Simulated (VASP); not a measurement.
Runs of VASP 6.6.1 on Ta3PbO. The structure is that of space group Pm-3m (No. 221), or close to it. The cells are those of the table. 

| task | cell | k mesh | cutoff (eV) | gap on the mesh (eV) | pressure (GPa) | relaxed volume (Å³/atom) |
| --- | --- | --- | --- | --- | --- | --- |
| single point | a = 4.580 Å, 5 atoms | 4 × 4 × 4 | 520 | none | (a) | - |
| single point | a = 4.348 Å, 5 atoms | 4 × 4 × 4 | 520 | none | 0.1 | - |
| single point | a = 4.343 Å, 5 atoms | 10 × 10 × 10 | 520 | none | 0.2 | - |
| relaxation of cell and atoms | relaxed from a = 4.580 Å, 5 atoms | 4 × 4 × 4 | 600 | none | -0.4 | 16.48 |
| relaxation of cell and atoms | relaxed from a = 4.348 Å, 5 atoms | 10 × 10 × 10 | 600 | none | 0.0 | (b) |

Alike in all rows: level PBE; potentials or basis VASP PAW PBE potentials, release 64 (Ta_pv, Pb_d, O); no spin polarisation; smearing gaussian 0.1 eV.

Problem. Estimate the missing entries.

Solution. (a) -19.9; (b) 16.41.

Caveats: some runs use coarse meshes; spin-orbit coupling is left out, which moves the levels of the heavy elements; an odd number of electrons without spin polarisation forces a metal; a magnetic or distorted state may lie lower.

A k mesh can miss the band edges, and the runs leave out spin-orbit coupling on Pb, Ta.

A gap of «none» marks levels without a gap at the run's occupations.
